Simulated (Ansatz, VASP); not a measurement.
## Two plane-wave programs on TiO2

Contents of INCAR:

```
SYSTEM = TiO2
PREC     = Accurate       ! precision mode
ENCUT    = 520            ! plane-wave cutoff, eV
EDIFF    = 1E-7           ! SCF threshold, eV
ISMEAR   = -1             ! smearing method
SIGMA    = 0.05           ! smearing width, eV
LREAL    = .FALSE.        ! projectors in reciprocal space
LASPH    = .TRUE.         ! aspherical terms in the spheres
NELM     = 150            ! most SCF steps
ALGO     = Normal         ! electronic algorithm
ISIF     = 2              ! what is computed and relaxed
LWAVE    = .FALSE.        ! write WAVECAR
LCHARG   = .FALSE.        ! write CHGCAR
LMAXMIX  = 4              ! l up to which the mixer works
LDAU     = .TRUE.         ! DFT+U
LDAUTYPE = 2            
LDAUL    = 2 -1           ! shell
LDAUU    = 6 0            ! U, eV
LDAUJ    = 0 0          
LDAUPRINT= 1            
GGA      = PS             ! functional
NBANDS   = 46             ! bands
```

The input KPOINTS:

```
regular mesh
0
G
  6 6 5
  0 0 0
```

POSCAR

```
TiO2
1.0
    5.5822227355      0.0000000000      0.0000000000
   -2.7911113678      4.8343466985      0.0000000000
    0.0000000000      0.0000000000      6.0824678800
Ti O
3 6
Direct
    0.4669367500      0.0000000000      0.3333333333
    0.0000000000      0.4669367500      0.6666666667
    0.5330632500      0.5330632500      0.0000000000
    0.5810657200      0.8514331800      0.1206639333
    0.7296325400      0.1485668200      0.5460027333
    0.2703674600      0.4189342800      0.7873306000
    0.8514331800      0.5810657200      0.8793360667
    0.1485668200      0.7296325400      0.4539972667
    0.4189342800      0.2703674600      0.2126694000
```

Contents of input.yaml:

```yaml
crystal:
  lattice:
    - [5.5822227355, 0.0, 0.0]
    - [-2.7911113678, 4.8343466985, 0.0]
    - [0.0, 0.0, 6.08246788]
  atoms:
    - { symbol: Ti, position: [0.46693675, 0.0, 0.3333333333] }
    - { symbol: Ti, position: [0.0, 0.46693675, 0.6666666667] }
    - { symbol: Ti, position: [0.53306325, 0.53306325, 0.0] }
    - { symbol: O, position: [0.58106572, 0.85143318, 0.1206639333] }
    - { symbol: O, position: [0.72963254, 0.14856682, 0.5460027333] }
    - { symbol: O, position: [0.27036746, 0.41893428, 0.7873306] }
    - { symbol: O, position: [0.85143318, 0.58106572, 0.8793360667] }
    - { symbol: O, position: [0.14856682, 0.72963254, 0.4539972667] }
    - { symbol: O, position: [0.41893428, 0.27036746, 0.2126694] }
hamiltonian:
  xc: pbesol
  pseudopotentials: { kind: paw }
  hubbard: { sites: [{ species: Ti, l: d, u_eff: 6.0 }] }
kpoints:
  mp_grid: { grid: [6, 6, 5] }
  band_path:
    path:
      - [[0.0, 0.0, 0.0], [0.5, 0.0, 0.0], [0.3333333333, 0.3333333333, 0.0], [0.0, 0.0, 0.0], [0.0, 0.0, 0.5], [0.5, 0.0, 0.5], [0.3333333333, 0.3333333333, 0.5], [0.0, 0.0, 0.5]]
      - [[0.5, 0.0, 0.5], [0.5, 0.0, 0.0]]
      - [[0.3333333333, 0.3333333333, 0.0], [0.3333333333, 0.3333333333, 0.5]]
    npoints: 10
scf:
  occupations: { method: fermi_dirac, width: 0.05 }
  n_extra_bands: 22
output:
  forces: true
  stress: true
  eigenvalues: true
  fatbands: false
  write_density: true
  write_potential: true
  elf: true
  volumetric_format: npy
```

Alike in both runs: functional PBEsol; k mesh 6 × 6 × 5; occupations fermi-dirac, width 0.05 eV; no spin polarisation; Hubbard terms Ti d U = 6.0 eV.

```csv
,VASP,Ansatz
version,VASP 6.6.1,Ansatz 0.2.0
potentials or method,"VASP PAW PBE potentials, release 64 (Ti_sv, O)",Ansatz PAW
plane-wave cutoff (eV),520,420
valence electrons in the cell,72,72
task,single point,band structure
```

Ansatz gave:

| Property | Result |
| --- | --- |
| gap on the k mesh at the Fermi level (eV) | 4.25 |
| least direct gap on the mesh (eV) | 4.30 |
| pressure (GPa) | 1.9 |
| traceless stress, the component that is largest in VASP (GPa) | 0.09 |
| rms of the force components (eV/Å) | 0.043 |

**Question.** What did VASP give for the same quantities?

**Answer.** gap on the k mesh at the Fermi level (eV): 4.42; least direct gap on the mesh (eV): 4.44; pressure (GPa): 7.3; traceless stress, the component that is largest in VASP (GPa): 0.07; rms of the force components (eV/Å): 0.259.

VASP's potentials were made for PBE, not for PBEsol. The programs project onto different local orbitals, so the same U acts differently, and such runs can settle in different states. Atom by atom the forces differ by 0.219 eV/Å (rms over components).
